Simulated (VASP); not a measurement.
Wanted: the native input for a VASP 6.6.1 run.

```
Task                   : single point
Functional             : LDA
Potentials or basis    : VASP PAW LDA potentials, release 64 (Fe_sv, O)
Cutoff                 : 700 eV
k mesh                 : 11 × 11 × 11
Occupations            : fermi-dirac, width 0.05 eV
Spin                   : collinear spin, ferromagnetic start
Starting moments       : [3.0, 0.0] μB
Dipole correction      : no
Further INCAR settings : ALGO = Normal; EDIFF = 1e-06; NBANDS = 22
```

The structure of FeO lies in POSCAR:

```
FeO
1.0
    0.0000000000      2.1554000000      2.1554000000
    2.1554000000      0.0000000000      2.1554000000
    2.1554000000      2.1554000000      0.0000000000
Fe O
1 1
Direct
    0.0000000000      0.0000000000      0.0000000000
    0.5000000000      0.5000000000      0.5000000000
```

One way to write it, as run:

INCAR

```
SYSTEM = FeO
ALGO = Normal
EDIFF = 1E-6
ENCUT = 700
GGA_COMPAT = .False.
ISIF = 2
ISMEAR = -1
ISPIN = 2
LASPH = .True.
LCHARG = .False.
LMAXMIX = 4
LORBIT = 11
LREAL = .False.
LWAVE = .False.
MAGMOM = 3 0
NBANDS = 22
NELM = 200
PREC = Accurate
SIGMA = 0.05
```

KPOINTS

```
k-points
0
Gamma
  11 11 11
  0 0 0
```

Potentials or basis: VASP PAW LDA potentials, release 64 (Fe_sv, O).

Command:

```sh
$ cat potpaw_LDA.64/Fe_sv/POTCAR potpaw_LDA.64/O/POTCAR > POTCAR
$ mpirun -np 1 vasp_std > vasp.out
```

It gave:

```json
{
  "Pressure": "-16.5 GPa",
  "Band gap on the k mesh": "zero (filled and empty bands overlap)",
  "Net moment": "3.99 μB per cell",
  "Site moments": "Fe +3.43; O +0.31 μB",
  "Valence electrons inside the program's atomic spheres": "Fe 13.62; O 4.95"
}
```

Caveat: the cell stands under tension; a cell with one magnetic atom can't hold antiferromagnetic order, which such compounds often take; semilocal functionals often make such compounds metallic where correlation or magnetic order opens a gap, which also shifts bond lengths.

It took 81 s on 1 thread of Intel(R) Xeon(R) Platinum 8559C (Emerald Rapids), on a shared host, peak memory 0.18 GiB.
